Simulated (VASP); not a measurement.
# SiC (P6_3mc) in VASP: notebook

The runs below take SiC through relaxation of shape and atoms at fixed volume, relaxation of cell and atoms, with r2SCAN.

All numbers are computed with VASP 6.6.1; they aren't measurements. Logs are shortened: lines on timing, memory, paths and dates and some standing lists are left out, and cuts for length are marked.

### Step 1. The cell of the first run

Symmetry: P6_3mc, No. 186, hexagonal system. The conventional cell has a = 3.013 Å, b = 3.013 Å, c = 4.944 Å, α = 90.00°, β = 90.00°, γ = 120.00°. Si (site symmetry 3m) has 4 C at 1.84 to 1.86 Å within 2.4 Å. C (site symmetry 3m) has 4 Si at 1.84 to 1.86 Å within 2.4 Å.

### Step 2. Relaxation of shape and atoms at fixed volume, r2SCAN (9.72 Å³/atom)

POSCAR

```
SiC
1.0
    3.0129480236      0.0000000000      0.0000000000
   -1.5064740118      2.6092895287      0.0000000000
    0.0000000000      0.0000000000      4.9440027222
Si C
2 2
Direct
    0.3333333333      0.6666666667      0.0045779928
    0.6666666667      0.3333333333      0.5045779928
    0.3333333333      0.6666666667      0.3804220072
    0.6666666667      0.3333333333      0.8804220072
```

INCAR.step1

```
  ALGO = Normal
  EDIFF = 1E-4
  ENCUT = 600
  GGA = PE
  ISMEAR = 0
  LASPH = T
  LCHARG = F
  LREAL = F
  LWAVE = T
  NELM = 60
  PREC = Accurate
  SIGMA = 0.02
```

INCAR.step2

```
  ALGO = Normal
  EDIFF = 1E-7
  EDIFFG = -0.01
  ENCUT = 600
  IBRION = 2
  ISIF = 4
  ISMEAR = 0
  ISTART = 1
  LASPH = T
  LCHARG = F
  LMIXTAU = T
  LREAL = F
  LWAVE = F
  METAGGA = R2SCAN
  NELM = 60
  NSW = 50
  PREC = Accurate
  SIGMA = 0.02
```

KPOINTS

```
k-points
0
Gamma
  9 9 6
```

Potentials or basis: VASP PAW PBE potentials, release 64 (Si, C).

Launch:

```
> cat potpaw_PBE.64/Si/POTCAR potpaw_PBE.64/C/POTCAR > POTCAR
> cp INCAR.step1 INCAR
> mpirun -np 1 vasp_std > vasp.out
> cp INCAR.step2 INCAR
> mpirun -np 1 vasp_std > vasp.out
```

OUTCAR:

```text
EDIFF = 1E-7
   EDIFFG = -0.01
   ENCUT = 600
   IBRION = 2
   ISIF = 4
   ISMEAR = 0
   ISTART = 1
   LASPH = T
   LREAL = F
   METAGGA = R2SCAN
   NELM = 60
   NSW = 50
   PREC = Accurate

 ion  position               nearest neighbor table
   1  0.333  0.667  0.005-   4 1.84   4 1.84   4 1.84   3 1.86   2 3.02   2 3.02   2 3.02   2 3.02
                             2 3.02   2 3.02
   2  0.667  0.333  0.505-   3 1.84   3 1.84   3 1.84   4 1.86   1 3.02   1 3.02   1 3.02   1 3.02
                             1 3.02   1 3.02
   3  0.333  0.667  0.380-   2 1.84   2 1.84   2 1.84   1 1.86
   4  0.667  0.333  0.880-   1 1.84   1 1.84   1 1.84   2 1.86

  LATTYP: Found a hexagonal cell.
 ALAT       =     3.0129480236
 C/A-ratio  =     1.6409186894

  Lattice vectors:

 A1 = (   3.0129480236,   0.0000000000,   0.0000000000)
 A2 = (  -1.5064740118,   2.6092895287,   0.0000000000)
 A3 = (   0.0000000000,   0.0000000000,   4.9440027222)

Analysis of symmetry for initial positions (statically):
=====================================================================
 Subroutine PRICEL returns:
 Original cell was already a primitive cell.

 Routine SETGRP: Setting up the symmetry group for a
 hexagonal supercell.

 Subroutine GETGRP returns: Found 12 space group operations
 (whereof  6 operations were pure point group operations)
 out of a pool of 24 trial point group operations.

The static configuration has the point symmetry C_3v.
 The point group associated with its full space group is C_6v.

Analysis of symmetry for dynamics (positions and initial velocities):
=====================================================================
 Subroutine PRICEL returns:
 Original cell was already a primitive cell.

 Routine SETGRP: Setting up the symmetry group for a
 hexagonal supercell.

 Subroutine GETGRP returns: Found 12 space group operations
 (whereof  6 operations were pure point group operations)
 out of a pool of 24 trial point group operations.

The dynamic configuration has the point symmetry C_3v.
 The point group associated with its full space group is C_6v.

 Subroutine INISYM returns: Found 12 space group operations
 (whereof  6 operations are pure point group operations),
 and found     1 'primitive' translations

----------------------------------------------------------------------------------------

                                     Primitive cell

  volume of cell :      38.8680
[... 106 lines left out ...]
   EMIN   =  10.00;   EMAX   =-10.00  energy-range for DOS
   EFERMI =   0.00;   METHOD = LEGACY
   ISMEAR =     0;   SIGMA  =   0.02  broadening in eV -4-tet -1-fermi 0-gaus
   EFERMI_NEDOS =   21; number of points for ismear=-14 and -15
   IALGO  =     38    algorithm
   IMIX   =      4    mixing-type and parameters
     AMIX     =   0.40;   BMIX     =  1.00
     AMIX_MAG =   1.60;   BMIX_MAG =  1.00
  volume/ion in A,a.u.               =       9.72        65.57
  Fermi-wavevector in a.u.,A,eV,Ry     =   1.217822  2.301351 20.178683  1.483091
  Thomas-Fermi vector in A             =   2.353130
   LORBIT       =      0    0 simple, 1 ext, 2 COOP (PROOUT), +10 PAW based schemes
   METAGGA = R2SCAN    functional components
   LHFCALC =     F    Hartree Fock is set to
   AEXX    =    0.0000 exact exchange contribution
   IVDW    =     0    specifies the selected vdW correction
   LEPSILON=     F    determine dielectric tensor
   LRPA    =     F    only Hartree local field effects (RPA)
 conjugate gradient relaxation of ions
 non-spin polarized calculation
 Gauss-broadening in eV      SIGMA  =   0.02
  energy-cutoff  :      600.00
  volume of cell :       38.87
 maximum number of plane-waves:      1320
   NGX = 13   NGY = 13   NGZ = 19

 number of electron      15.9999998 magnetization

 Free energy of the ion-electron system (eV)
  ---------------------------------------------------
  ext. energy  EPLUGINS =         0.00000000
  ---------------------------------------------------
  free energy    TOTEN  =       -38.52749200 eV

  energy without entropy =      -38.52749200  energy(sigma->0) =      -38.52749200

 E-fermi :   8.9654     XC(G=0): -12.2080

 val. band max:        8.8575237551   @ k =   0.0000   0.0000   0.0000
 cond. band min:      11.4275556302   @ k =   0.3333   0.3333   0.0000
 fundamental gap:      2.5700318751
 Fermi energy:         8.9653658287

 k-point     1 :       0.0000    0.0000    0.0000
  band No.  band energies     occupation
      1      -8.0057      2.00000
      2      -4.1386      2.00000
      3      -0.4948      2.00000
      4       7.4429      2.00000
      5       7.4429      2.00000
      6       8.7459      2.00000
      7       8.8575      2.00000
      8       8.8575      2.00000
      9      14.8043      0.00000
     10      16.3278      0.00000
     11      16.4557      0.00000
     12      16.4557      0.00000
[... 331 lines left out ...]
 k-point    24 :       0.3333    0.3333    0.1667
  band No.  band energies     occupation
      1      -3.0830      2.00000
      2      -3.0830      2.00000
      3       1.6631      2.00000
      4       1.7518      2.00000
      5       1.7518      2.00000
      6       4.3113      2.00000
      7       5.2462      2.00000
      8       5.2462      2.00000
      9      12.0646      0.00000
     10      17.3369      0.00000
     11      17.3369      0.00000
     12      17.8280      0.00000

 [... further k-points ...]

------------------------ aborting loop because EDIFF is reached ----------------------------------------

  FORCE on cell =-STRESS in cart. coord.  units (eV):
  Direction    XX          YY          ZZ          XY          YZ          ZX
  --------------------------------------------------------------------------------------
  -------------------------------------------------------------------------------------
  Total        3.7670572      3.7670572      3.7102376      0.0000000      0.0000000      0.0000000
  in kB      155.2816684    155.2816684    152.9395110      0.0000000      0.0000000      0.0000000
  external PRESSURE =     154.5009493 kB  Pullay stress =       0.0000000 kB

 VOLUME and BASIS-vectors are now :
 -----------------------------------------------------------------------------
  energy-cutoff  :      600.00
  volume of cell :       38.87
      direct lattice vectors                 reciprocal lattice vectors
     3.012948024  0.000000000  0.000000000     0.331900847  0.191623043  0.000000000
    -1.506474012  2.609289529  0.000000000     0.000000000  0.383246086  0.000000000
     0.000000000  0.000000000  4.944002722     0.000000000  0.000000000  0.202265261

 POSITION                                       TOTAL-FORCE (eV/Angst)
 -----------------------------------------------------------------------------------
     -0.00000      1.73953      0.02263        -0.000000     -0.000000      0.009357
      1.50647      0.86976      2.49463         0.000000      0.000000      0.009357
     -0.00000      1.73953      1.88081         0.000000      0.000000     -0.009357
      1.50647      0.86976      4.35281         0.000000      0.000000     -0.009357
 -----------------------------------------------------------------------------------
    total drift:                                0.000000      0.000000     -0.000388

  FREE ENERGIE OF THE ION-ELECTRON SYSTEM (eV)
  ---------------------------------------------------
  free  energy   TOTEN  =       -38.5274920030 eV

  energy  without entropy=      -38.5274920030  energy(sigma->0) =      -38.52749200

 reached required accuracy - stopping structural energy minimisation
```

OUTCAR.step1:

```text
EDIFF = 1E-4
   ENCUT = 600
   GGA = PE
   ISMEAR = 0
[... 593 lines left out ...]
     -0.00000      1.73953      0.02263         0.000000     -0.000000      0.012547
      1.50647      0.86976      2.49463        -0.000000      0.000000      0.012547
     -0.00000      1.73953      1.88081        -0.000000     -0.000000     -0.012547
      1.50647      0.86976      4.35281         0.000000     -0.000000     -0.012547
 -----------------------------------------------------------------------------------
    total drift:                                0.000000      0.000000     -0.000054

  FREE ENERGIE OF THE ION-ELECTRON SYSTEM (eV)
  ---------------------------------------------------
  free  energy   TOTEN  =       -29.9356190982 eV

  energy  without entropy=      -29.9356190982  energy(sigma->0) =      -29.93561910
```

OSZICAR.step1:

```text
N       E                     dE             d eps       ncg     rms          rms(c)
DAV:   1     0.406898320342E+02    0.40690E+02   -0.81921E+03  1152   0.135E+03
DAV:   2    -0.306054038814E+02   -0.71295E+02   -0.65521E+02  1672   0.204E+02
DAV:   3    -0.339885866535E+02   -0.33832E+01   -0.33650E+01  1520   0.432E+01
DAV:   4    -0.340262674414E+02   -0.37681E-01   -0.37651E-01  1444   0.536E+00
DAV:   5    -0.340268763261E+02   -0.60888E-03   -0.60877E-03  1488   0.638E-01    0.134E+01
DAV:   6    -0.300931918872E+02    0.39337E+01   -0.11042E+01  1380   0.216E+01    0.608E+00
DAV:   7    -0.299528206254E+02    0.14037E+00   -0.10709E+00  1460   0.697E+00    0.259E+00
DAV:   8    -0.299360873111E+02    0.16733E-01   -0.52300E-02  1360   0.171E+00    0.544E-01
DAV:   9    -0.299353763541E+02    0.71096E-03   -0.62314E-03  1408   0.616E-01    0.131E-01
DAV:  10    -0.299356085124E+02   -0.23216E-03   -0.60870E-04  1368   0.183E-01    0.523E-02
DAV:  11    -0.299356190982E+02   -0.10586E-04   -0.70706E-05   804   0.735E-02
   1 F= -.29935619E+02 E0= -.29935619E+02  d E =-.159719E-15
```

Wall time 94 s (1 thread of Intel Xeon 8259CL, shared host); peak memory 0.17 GiB.

Results:

* Free energy: -38.5275 eV
* Pressure after relaxing: 15.5 GPa
* Largest force after relaxing: 0.009 eV/Å
* Band gap on the k mesh: 2.57 eV (least direct gap 4.67 eV)

Forces in eV/Å, atoms in the order of the input:
```
Si   0.000  0.000  0.009
Si   0.000  0.000  0.009
C    0.000  0.000 -0.009
C    0.000  0.000 -0.009
```

Stress tensor (GPa, compression positive):
```
15.53  0.00  0.00
 0.00 15.53  0.00
 0.00  0.00 15.29
```

Final structure:
```
Si C
1.0
     3.01295    0.00000    0.00000
    -1.50647    2.60929    0.00000
     0.00000    0.00000    4.94400
Si C
2 2
Direct
  0.33333 0.66667 0.00458
  0.66667 0.33333 0.50458
  0.33333 0.66667 0.38042
  0.66667 0.33333 0.88042
```

Caveat: the relaxation stopped at its first step, so nothing moved; the PAW data sets were made with another functional, which shifts forces and pressure a little; an odd mesh through Γ misses points on the zone boundary, where band edges can lie.

### Step 3. Relaxation of shape and atoms at fixed volume, r2SCAN (10.03 Å³/atom)

This run uses another cell than the first one, of 10.03 Å³/atom.

POSCAR

```
SiC
1.0
    3.0443615541      0.0000000000      0.0000000000
   -1.5221807770      2.6364944441      0.0000000000
    0.0000000000      0.0000000000      4.9970466489
Si C
2 2
Direct
    0.3333333333      0.6666666667      0.0045956716
    0.6666666667      0.3333333333      0.5045956716
    0.3333333333      0.6666666667      0.3804043284
    0.6666666667      0.3333333333      0.8804043284
```

INCAR.step1

```
PREC = Accurate
ENCUT = 600
ISMEAR = 0
SIGMA = 0.02
LREAL = False
LASPH = True
NELM = 80
GGA = PE
ALGO = Normal
EDIFF = 1E-4
LWAVE = True
LCHARG = False
```

INCAR.step2

```
PREC = Accurate
ENCUT = 600
EDIFF = 1E-7
ISMEAR = 0
SIGMA = 0.02
LREAL = False
LASPH = True
NELM = 80
ALGO = Normal
ISIF = 4
LWAVE = False
LCHARG = False
METAGGA = R2SCAN
LMIXTAU = True
IBRION = 2
NSW = 50
EDIFFG = -0.01
ISTART = 1
```

KPOINTS

```
Automatic mesh
0
Gamma
  9 9 6
```

Potentials or basis: VASP PAW PBE potentials, release 64 (Si, C).

Launch:

```
> cat potpaw_PBE.64/Si/POTCAR potpaw_PBE.64/C/POTCAR > POTCAR
> cp INCAR.step1 INCAR
> mpirun -np 1 vasp_std > vasp.out
> cp INCAR.step2 INCAR
> mpirun -np 1 vasp_std > vasp.out
```

It took 1.8 min on 1 thread of Intel Xeon 8259CL, shared host; peak memory 0.18 GiB.

Results (log left out):

| Property | Result |
| --- | --- |
| Free energy | -38.6151 eV |
| Pressure after relaxing | 7.0 GPa |
| Largest force after relaxing | 0.004 eV/Å |
| Band gap on the k mesh | 2.62 eV (least direct gap 4.59 eV) |

Forces on the atoms (eV/Å):
```
Si   0.000  0.000  0.004
Si   0.000  0.000  0.004
C    0.000  0.000 -0.004
C    0.000  0.000 -0.004
```

Stress tensor (GPa, compression positive):
```
7.02 0.00 0.00
0.00 7.02 0.00
0.00 0.00 6.86
```

Final structure:
```cif
data_structure
_symmetry_space_group_name_H-M 'P 1'
_symmetry_Int_Tables_number 1
_cell_length_a 3.0444
_cell_length_b 3.0444
_cell_length_c 4.9970
_cell_angle_alpha 90.000
_cell_angle_beta 90.000
_cell_angle_gamma 120.000
_cell_volume 40.11
loop_
_atom_site_label
_atom_site_type_symbol
_atom_site_fract_x
_atom_site_fract_y
_atom_site_fract_z
_atom_site_occupancy
Si1 Si 0.33333 0.66667 0.00460 1
Si2 Si 0.66667 0.33333 0.50460 1
C1 C 0.33333 0.66667 0.38040 1
C2 C 0.66667 0.33333 0.88040 1
```

Levels at points of the mesh, in eV from the valence-band top:
```csv
k point,band 4,band 5,band 6,band 7,band 8,band 9,band 10,band 11,band 12
"(0.00, 0.00, 0.00)",-1.40,-1.40,-0.11,0.00,0.00,5.66,7.12,7.39,7.39
"(0.00, 0.00, 0.50)",-4.68,-0.76,-0.76,-0.76,-0.76,6.78,6.78,8.07,8.07
```

Caveat: the relaxation stopped at its first step, so nothing moved; the PAW data sets were made with another functional, which shifts forces and pressure a little; an odd mesh through Γ misses points on the zone boundary, where band edges can lie.

### Step 4. Relaxation of cell and atoms, r2SCAN

This run uses another cell than the first one, of 10.33 Å³/atom.

POSCAR

```
SiC
1.0
    3.0747345548      0.0000000000      0.0000000000
   -1.5373672774      2.6627982343      0.0000000000
    0.0000000000      0.0000000000      5.0465869731
Si C
2 2
Direct
    0.3333333333      0.6666666667      0.0045948562
    0.6666666667      0.3333333333      0.5045948562
    0.3333333333      0.6666666667      0.3804051438
    0.6666666667      0.3333333333      0.8804051438
```

INCAR.step1

```
ALGO = Normal
EDIFF = 1E-4
ENCUT = 600
GGA = PE
ISMEAR = 0
LASPH = T
LCHARG = F
LREAL = F
LWAVE = T
NELM = 80
PREC = Accurate
SIGMA = 0.02
```

INCAR.step2

```
ALGO = Normal
EDIFF = 1E-6
EDIFFG = -0.005
ENCUT = 600
IBRION = 2
ISIF = 3
ISMEAR = 0
ISTART = 1
LASPH = T
LCHARG = F
LMIXTAU = T
LREAL = F
LWAVE = F
METAGGA = R2SCAN
NELM = 80
NSW = 100
PREC = Accurate
SIGMA = 0.02
```

KPOINTS

```
k-points
0
Gamma
  9 9 6
```

Launch:

```
> cat potpaw_PBE.64/Si/POTCAR potpaw_PBE.64/C/POTCAR > POTCAR
> cp INCAR.step1 INCAR
> mpirun -np 1 vasp_std > vasp.out
> cp INCAR.step2 INCAR
> mpirun -np 1 vasp_std > vasp.out
```

Wall time 4.5 min (1 thread of Intel Xeon 8259CL, shared host); peak memory 0.19 GiB.

It converged, with:

```
Free energy                           : -38.6416 eV
Relaxed volume                        : 10.32 Å³/atom
Relaxed cell                          : a = 3.074 Å, b = 3.074 Å, c = 5.046 Å, α = 90.00°, β = 90.00°, γ = 120.00°
Space group after relaxing (to 0.1 Å) : P6_3mc (No. 186)
Energy gained by relaxing             : 0.0 meV/atom
Ionic steps                           : 3
Pressure after relaxing               : 0.0 GPa
Band gap on the k mesh                : 2.66 eV (least direct gap 4.52 eV)
```

Final structure:
```
CELL_PARAMETERS angstrom
3.07379 0.00000 0.00000
-1.53690 2.66198 0.00000
0.00000 0.00000 5.04561
ATOMIC_POSITIONS crystal
Si 0.33333 0.66667 0.00459
Si 0.66667 0.33333 0.50459
C 0.33333 0.66667 0.38041
C 0.66667 0.33333 0.88041
```

Levels at points of the mesh, in eV from the valence-band top:
```tsv
k point	band 5	band 6	band 7	band 8	band 9	band 10	band 11	band 12
(0.00, 0.00, 0.00)	-1.39	-0.11	0.00	0.00	5.39	6.79	7.20	7.20
(0.00, 0.00, 0.50)	-0.75	-0.75	-0.75	-0.75	6.51	6.51	7.90	7.90
```

Caveat: the PAW data sets were made with another functional, which shifts forces and pressure a little; an odd mesh through Γ misses points on the zone boundary, where band edges can lie.

[end of part 1 of 2]
